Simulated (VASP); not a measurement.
Runs of VASP 6.6.1 on RhC (zincblende type). The structure is that of space group F-43m (No. 216), or close to it. The cells are those of the table. 

```csv
cell,gap on the mesh (eV),pressure (GPa)
"a = 2.806 Å, angles 60.0°, 2 atoms",none,262.2
"a = 3.069 Å, angles 60.0°, 2 atoms",none,(a)
"a = 2.654 Å, angles 60.0°, 2 atoms",none,519.3
"a = 2.944 Å, angles 60.0°, 2 atoms",none,128.5
```

Alike in all rows: task single point; level PBE; potentials or basis VASP PAW PBE potentials, release 64 (Rh_pv, C); no spin polarisation; k mesh 14 × 14 × 14; cutoff (eV) 520; smearing fermi-dirac 0.1 eV.

Fill in the values left out.

(a) 55.1.

Caveats: the cell stands under pressure.

A k mesh can miss the band edges, and the runs leave out spin-orbit coupling on Rh.

A gap of «none» marks levels without a gap at the run's occupations.
